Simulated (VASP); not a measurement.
# BeS (F-43m) in VASP: further runs

BeS is run at these levels: pbe exchange, pbesol correlation, r2SCAN+rVV10, PBE0, LDA; tasks: single point.

Everything below comes from runs of VASP 6.6.1. Logs are shortened: lines on timing, memory, paths and dates and some standing lists are left out, and cuts for length are marked.

## (1) The cell of the first run

The structure is cubic, space group F-43m (No. 216). The conventional cell has a = 4.850 Å, b = 4.850 Å, c = 4.850 Å, α = 90.00°, β = 90.00°, γ = 90.00°. Within 2.8 Å of S (site symmetry -43m) lie 4 Be at 2.10 Å. Within 2.8 Å of Be (site symmetry -43m) lie 4 S at 2.10 Å.

## (2) Single point, pbe exchange, pbesol correlation, collinear spin

INCAR

```
  PREC = Accurate
  ENCUT = 600
  EDIFF = 1E-6
  ISMEAR = 1
  SIGMA = 0.01
  LREAL = F
  LASPH = T
  NELM = 200
  ALGO = Normal
  ISIF = 2
  LWAVE = F
  LCHARG = F
  ISPIN = 2
  MAGMOM = 0.5 0
  LORBIT = 11
  GGA = LIBXC
  LIBXC1 = GGA_X_PBE
  LIBXC2 = GGA_C_PBE_SOL
  NBANDS = 15
  GGA_COMPAT = F
```

KPOINTS

```
regular mesh
0
Gamma
  9 9 9
```

POSCAR

```
BeS
1.0
    0.0000000000      2.4250000000      2.4250000000
    2.4250000000      0.0000000000      2.4250000000
    2.4250000000      2.4250000000      0.0000000000
S Be
1 1
Direct
    0.7500000000      0.7500000000      0.7500000000
    0.0000000000      0.0000000000      0.0000000000
```

Potentials or basis: VASP PAW PBE potentials, release 64 (S, Be).

Run with:

```sh
$ cat potpaw_PBE.64/S/POTCAR potpaw_PBE.64/Be/POTCAR > POTCAR
$ mpirun -np 1 vasp_std > vasp.out
```

OUTCAR:

```text
PREC = Accurate
   ENCUT = 600
   EDIFF = 1E-6
   ISMEAR = 1
   LREAL = F
   LASPH = T
   NELM = 200
   ISIF = 2
   ISPIN = 2
   LORBIT = 11
   GGA = LIBXC

 ion  position               nearest neighbor table
   1  0.750  0.750  0.750-   2 2.10   2 2.10   2 2.10   2 2.10
   2  0.000  0.000  0.000-   1 2.10   1 2.10   1 2.10   1 2.10

  LATTYP: Found a face centered cubic cell.
 ALAT       =     4.8500000000

  Lattice vectors:

 A1 = (   0.0000000000,   2.4250000000,   2.4250000000)
 A2 = (   2.4250000000,   0.0000000000,   2.4250000000)
 A3 = (   2.4250000000,   2.4250000000,   0.0000000000)

Analysis of symmetry for initial positions (statically):
=====================================================================
 Subroutine PRICEL returns:
 Original cell was already a primitive cell.

 Routine SETGRP: Setting up the symmetry group for a
 face centered cubic supercell.

 Subroutine GETGRP returns: Found 24 space group operations
 (whereof 24 operations were pure point group operations)
 out of a pool of 48 trial point group operations.

The static configuration has the point symmetry T_d .

Analysis of symmetry for dynamics (positions and initial velocities):
=====================================================================
 Subroutine PRICEL returns:
 Original cell was already a primitive cell.

 Routine SETGRP: Setting up the symmetry group for a
 face centered cubic supercell.

 Subroutine GETGRP returns: Found 24 space group operations
 (whereof 24 operations were pure point group operations)
 out of a pool of 48 trial point group operations.

The dynamic configuration has the point symmetry T_d .

Analysis of structural, dynamic, and magnetic symmetry:
=====================================================================
 Subroutine PRICEL returns:
 Original cell was already a primitive cell.

 Routine SETGRP: Setting up the symmetry group for a
 face centered cubic supercell.

 Subroutine GETGRP returns: Found 24 space group operations
 (whereof 24 operations were pure point group operations)
 out of a pool of 48 trial point group operations.

The overall configuration has the point symmetry T_d .

 Subroutine INISYM returns: Found 24 space group operations
 (whereof 24 operations are pure point group operations),
 and found     1 'primitive' translations

----------------------------------------------------------------------------------------

                                     Primitive cell

  volume of cell :      28.5210

  direct lattice vectors                    reciprocal lattice vectors
     0.000000000  2.425000000  2.425000000    -0.206185567  0.206185567  0.206185567
     2.425000000  0.000000000  2.425000000     0.206185567 -0.206185567  0.206185567
     2.425000000  2.425000000  0.000000000     0.206185567  0.206185567 -0.206185567

  length of vectors
     3.429467889  3.429467889  3.429467889     0.357123878  0.357123878  0.357123878

  position of ions in fractional coordinates (direct lattice)
     0.750000000  0.750000000  0.750000000
     0.000000000  0.000000000  0.000000000

  ion indices of the primitive-cell ions
   primitive index   ion index
                 1           1
                 2           2

----------------------------------------------------------------------------------------

 KPOINTS: regular mesh

Automatic generation of k-mesh.
 Grid dimensions read from file:
 generate k-points for:    9    9    9

 Generating k-lattice:

  Cartesian coordinates                     Fractional coordinates (reciprocal lattice)
    -0.022909507  0.022909507  0.022909507     0.111111111  0.000000000  0.000000000
     0.022909507 -0.022909507  0.022909507     0.000000000  0.111111111  0.000000000
     0.022909507  0.022909507 -0.022909507     0.000000000  0.000000000  0.111111111

  Length of vectors
     0.039680431  0.039680431  0.039680431

  Shift w.r.t. Gamma in fractional coordinates (k-lattice)
     0.000000000  0.000000000  0.000000000

 Subroutine IBZKPT returns following result:
[... 39 lines left out ...]
 SYSTEM =  unknown system
   PREC   = accura    normal or accurate (medium, high low for compatibility)
   ISTART =      0    job   : 0-new  1-cont  2-samecut
   ICHARG =      2    charge: 1-file 2-atom 10-const
   ISPIN  =      2    spin polarized calculation?
   LNONCOLLINEAR =      F non collinear calculations
   LSORBIT =      F    spin-orbit coupling
   LASPH  =      T    aspherical Exc in radial PAW
   ENCUT  =  600.0 eV  44.10 Ry    6.64 a.u.   6.85  6.85  6.85*2*pi/ulx,y,z
   NELM   =    200;   NELMIN=  2; NELMDL= -5     # of ELM steps
   EDIFF  = 0.1E-05   stopping-criterion for ELM
   LREAL  =      F    real-space projection
   EDIFFG = 0.1E-04   stopping-criterion for IOM
   NSW    =      0    number of steps for IOM
   IBRION =     -1    ionic relax: 0-MD 1-quasi-New 2-CG
   NFREE  =      0    steps in history (QN), initial steepest desc. (CG)
   ISIF   =      2    stress and relaxation
   ISYM   =      2    0-nonsym 1-usesym 2-fastsym
   POTIM  = 0.5000    time-step for ionic-motion
   TEBEG  =    0.0;   TEEND  =   0.0 temperature during run
   PSTRESS=    0.0 pullay stress
   NELECT =       8.0000    total number of electrons
   NUPDOWN=      -1.0000    fix difference up-down
   EMIN   =  10.00;   EMAX   =-10.00  energy-range for DOS
   EFERMI =   0.00;   METHOD = LEGACY
   ISMEAR =     1;   SIGMA  =   0.01  broadening in eV -4-tet -1-fermi 0-gaus
   EFERMI_NEDOS =   21; number of points for ismear=-14 and -15
   IALGO  =     38    algorithm
   IMIX   =      4    mixing-type and parameters
     AMIX     =   0.40;   BMIX     =  1.00
     AMIX_MAG =   1.60;   BMIX_MAG =  1.00
  volume/ion in A,a.u.               =      14.26        96.23
  Fermi-wavevector in a.u.,A,eV,Ry     =   1.071642  2.025110 15.625158  1.148417
  Thomas-Fermi vector in A             =   2.207388
   LORBIT       =     11    0 simple, 1 ext, 2 COOP (PROOUT), +10 PAW based schemes
   GGA     = LIBXC    functional components
   LHFCALC =     F    Hartree Fock is set to
   AEXX    =    0.0000 exact exchange contribution
   IVDW    =     0    specifies the selected vdW correction
   LEPSILON=     F    determine dielectric tensor
   LRPA    =     F    only Hartree local field effects (RPA)
 spin polarized calculation
 Methfessel and Paxton  Order N= 1 SIGMA  =   0.01
  energy-cutoff  :      600.00
  volume of cell :       28.52
 maximum number of plane-waves:       963
   NGX = 13   NGY = 13   NGZ = 13

 number of electron       7.9999999 magnetization      -0.0008023

 number of electron       7.9999999 magnetization       0.0001160

 Free energy of the ion-electron system (eV)
  ---------------------------------------------------
  ext. energy  EPLUGINS =         0.00000000
  ---------------------------------------------------
  free energy    TOTEN  =        -9.98248740 eV

  energy without entropy =       -9.98248978  energy(sigma->0) =       -9.98248819

 E-fermi :   4.1276     XC(G=0):  -9.7169

 val. band max:        4.1193039178   @ k =   0.0000   0.0000   0.0000
 cond. band min:       7.3991324765   @ k =   0.4444   0.4444   0.0000
 fundamental gap:      3.2798285587
 Fermi energy:         4.1276493642

 spin component 1

 k-point     1 :       0.0000    0.0000    0.0000
  band No.  band energies     occupation
      1      -9.5548      1.00000
      2       4.1192      1.00163
      3       4.1192      1.00163
      4       4.1192      1.00163
      5       9.8258      0.00000
      6       9.8258      0.00000
      7       9.8258      0.00000
      8      10.0625      0.00000
      9      16.9778      0.00000
     10      16.9778      0.00000
     11      19.0471      0.00000
     12      20.7658      0.00000
     13      20.7658      0.00000
     14      20.7658      0.00000
[... 403 lines left out ...]
      4       1.5479      1.00000
      5       7.3991      0.00000
      6       9.1624      0.00000
      7      16.4939      0.00000
      8      16.4939      0.00000
      9      19.2798      0.00000
     10      20.3233      0.00000
     11      21.5493      0.00000
     12      21.5493      0.00000
     13      21.6548      0.00000
     14      27.1767      0.00000
     15      27.7004      0.00000

 [... further k-points ...]

 spin component 2

 k-point     1 :       0.0000    0.0000    0.0000
  band No.  band energies     occupation
      1      -9.5547      1.00000
      2       4.1193      0.99837
      3       4.1193      0.99837
      4       4.1193      0.99836
      5       9.8260      0.00000
      6       9.8260      0.00000
      7       9.8260      0.00000
      8      10.0625      0.00000
      9      16.9780      0.00000
     10      16.9780      0.00000
     11      19.0469      0.00000
     12      20.7659      0.00000
     13      20.7659      0.00000
     14      20.7659      0.00000
[... 403 lines left out ...]
      4       1.5481      1.00000
      5       7.3992      0.00000
      6       9.1624      0.00000
      7      16.4942      0.00000
      8      16.4942      0.00000
      9      19.2798      0.00000
     10      20.3234      0.00000
     11      21.5494      0.00000
     12      21.5494      0.00000
     13      21.6549      0.00000
     14      27.1769      0.00000
     15      27.7002      0.00000

 [... further k-points ...]

------------------------ aborting loop because EDIFF is reached ----------------------------------------

  FORCE on cell =-STRESS in cart. coord.  units (eV):
  Direction    XX          YY          ZZ          XY          YZ          ZX
  --------------------------------------------------------------------------------------
  -------------------------------------------------------------------------------------
  Total        0.3666435      0.3666435      0.3666435      0.0000000      0.0000000     -0.0000000
  in kB       20.5963089     20.5963089     20.5963089      0.0000000      0.0000000     -0.0000000
  external PRESSURE =      20.5963089 kB  Pullay stress =       0.0000000 kB

 VOLUME and BASIS-vectors are now :
 -----------------------------------------------------------------------------
  energy-cutoff  :      600.00
  volume of cell :       28.52
      direct lattice vectors                 reciprocal lattice vectors
     0.000000000  2.425000000  2.425000000    -0.206185567  0.206185567  0.206185567
     2.425000000  0.000000000  2.425000000     0.206185567 -0.206185567  0.206185567
     2.425000000  2.425000000  0.000000000     0.206185567  0.206185567 -0.206185567

 POSITION                                       TOTAL-FORCE (eV/Angst)
 -----------------------------------------------------------------------------------
      3.63750      3.63750      3.63750         0.000000      0.000000      0.000000
      0.00000      0.00000      0.00000        -0.000000     -0.000000     -0.000000
 -----------------------------------------------------------------------------------
    total drift:                                0.000000      0.000000      0.000000

  FREE ENERGIE OF THE ION-ELECTRON SYSTEM (eV)
  ---------------------------------------------------
  free  energy   TOTEN  =        -9.9824873975 eV

  energy  without entropy=       -9.9824897839  energy(sigma->0) =       -9.98248819

 total charge

# of ion       s       p       d       tot
------------------------------------------
    1        1.308   2.539   0.000   3.847
    2        0.387   0.652   0.000   1.039
--------------------------------------------------
tot          1.695   3.191   0.000   4.886

 magnetization (x)

# of ion       s       p       d       tot
------------------------------------------
    1        0.000   0.000   0.000   0.000
    2       -0.000  -0.000   0.000  -0.000
--------------------------------------------------
tot         -0.000  -0.000   0.000  -0.000
```

Wall time 51 s (1 thread of AMD EPYC 7R43 (Zen 3), shared host); peak memory 0.14 GiB.

Results:

* Free energy: -9.9825 eV
* Pressure: 2.1 GPa
* Band gap on the k mesh: 3.28 eV (least direct gap 5.71 eV)
* Net moment: 0.00 μB per cell
* Valence electrons inside the program's atomic spheres: S 3.85; Be 1.04

Caveat: the PAW data sets were made with another functional, which shifts forces and pressure a little; an odd mesh through Γ misses points on the zone boundary, where band edges can lie.

## (3) Single point, r2SCAN+rVV10

Changes to POSCAR since step 2:

```diff
@@ -8,3 +8,3 @@
 Direct
-    0.7500000000      0.7500000000      0.7500000000
+    0.2500000000      0.2500000000      0.2500000000
     0.0000000000      0.0000000000      0.0000000000
```

INCAR.step1

```
SYSTEM = BeS
  PREC = Accurate
  ENCUT = 660
  ISMEAR = -1
  SIGMA = 0.01
  LREAL = .False.
  LASPH = .True.
  NELM = 120
  NBANDS = 11
  GGA = PE
  ALGO = Normal
  EDIFF = 1E-5
  LWAVE = .True.
  LCHARG = .False.
  GGA_COMPAT = .False.
```

INCAR.step2

```
SYSTEM = BeS
  PREC = Accurate
  ENCUT = 660
  EDIFF = 1E-6
  ISMEAR = -1
  SIGMA = 0.01
  LREAL = .False.
  LASPH = .True.
  NELM = 120
  ALGO = Normal
  ISIF = 2
  LWAVE = .False.
  LCHARG = .True.
  METAGGA = R2SCAN
  LMIXTAU = .True.
  LUSE_VDW = .True.
  IVDW_NL = 2
  BPARAM = 11.95
  CPARAM = 0.0093
  LELF = .True.
  LVHAR = .True.
  NBANDS = 11
  ISTART = 1
  GGA_COMPAT = .False.
```

KPOINTS

```
regular mesh
0
Gamma
  9 9 9
  0 0 0
```

Potentials or basis: VASP PAW PBE potentials, release 64 (S, Be).

Run with:

```sh
$ cat potpaw_PBE.64/S/POTCAR potpaw_PBE.64/Be/POTCAR > POTCAR
$ cp INCAR.step1 INCAR
$ mpirun -np 1 vasp_std > vasp.out
$ cp INCAR.step2 INCAR
$ mpirun -np 1 vasp_std > vasp.out
```

Wall time 78 s (1 thread of AMD EPYC 7R13 (Zen 3), shared host); peak memory 0.25 GiB.

The run converged. Its results:

```
Free energy            : -14.6627 eV
Pressure               : 0.9 GPa
Band gap on the k mesh : 3.62 eV (least direct gap 6.24 eV)
```

Levels at points of the mesh, in eV from the valence-band top:
| k point | band 1 | band 2 | band 3 | band 4 | band 5 | band 6 | band 7 | band 8 |
| --- | --- | --- | --- | --- | --- | --- | --- | --- |
| (0.00, 0.00, 0.00) | -14.31 | 0.00 | 0.00 | 0.00 | 6.24 | 6.24 | 6.24 | 6.63 |

Caveat: the PAW data sets were made with another functional, which shifts forces and pressure a little; an odd mesh through Γ misses points on the zone boundary, where band edges can lie.

[end of part 1 of 2]
